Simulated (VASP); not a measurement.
The system is ZrB.

```
Zr B
1.0
     0.00000    2.32500    2.32500
     2.32500    0.00000    2.32500
     2.32500    2.32500    0.00000
Zr B
1 1
Direct
  0.00000 0.00000 0.00000
  0.50000 0.50000 0.50000
```

- Program: VASP 6.6.1
- Task: relaxation of cell and atoms
- Functional: B3LYP
- Potentials or basis: VASP PAW PBE potentials, release 64 (Zr_sv, B)
- Cutoff: 600 eV
- k mesh: 5 × 5 × 5
- Occupations: fermi-dirac, width 0.05 eV
- Spin: no spin polarisation

At the start: pressure 40.9 GPa; volume 12.57 Å³/atom.

How do energy, volume and symmetry change on relaxing?

Over 19 steps the energy falls by 273.3 meV/atom and the volume is 15.05 Å³/atom (+19.7 %); space group Fm-3m (No. 225, to 0.1 Å) before and after.

Step by step:
| step | energy change (eV) | largest force (eV/Å) | pressure (GPa) | volume (Å³) |
| --- | --- | --- | --- | --- |
| 1 | 0.0000 | 0.0000 | 40.87 | 25.14 |
| 2 | 0.2535 | 0.0000 | -24.19 | 38.70 |
| 3 | -0.5450 | 0.0000 | -1.61 | 30.41 |
| 4 | -0.5465 | 0.0000 | -0.30 | 30.16 |
| 5 | -0.5465 | 0.0000 | 0.26 | 30.05 |
| 6 | -0.5465 | 0.0000 | 0.27 | 30.05 |
| 7 | -0.5465 | 0.0000 | 0.30 | 30.05 |
| 8 | -0.5465 | 0.0000 | 0.26 | 30.05 |
| 9 | -0.5465 | 0.0000 | 0.26 | 30.05 |
| 10 | -0.5465 | 0.0000 | 0.26 | 30.05 |
| 11 | -0.5465 | 0.0000 | 0.26 | 30.05 |
| 12 | -0.5465 | 0.0000 | 0.26 | 30.05 |
| 13 | -0.5465 | 0.0000 | 0.26 | 30.05 |
| 14 | -0.5465 | 0.0000 | 0.26 | 30.05 |
| 15 | -0.5465 | 0.0000 | 0.27 | 30.06 |
| 16 | -0.5465 | 0.0000 | 0.28 | 30.06 |
| 17 | -0.5465 | 0.0000 | 0.24 | 30.06 |
| 18 | -0.5465 | 0.0000 | 0.17 | 30.08 |
| 19 | -0.5465 | 0.0000 | 0.07 | 30.10 |

Final structure:
```
CELL_PARAMETERS angstrom
0.00000 2.46894 2.46894
2.46894 0.00000 2.46894
2.46894 2.46894 0.00000
ATOMIC_POSITIONS crystal
Zr 0.00000 0.00000 0.00000
B 0.50000 0.50000 0.50000
```

Caveat: the k points lie up to 0.44 Å⁻¹ apart in the final cell, too coarse for converged energies and pressures of a metal; the volume moved by over 15 % at a fixed basis, so the end points are rough; the PAW data sets were made with another functional, which shifts forces and pressure a little.
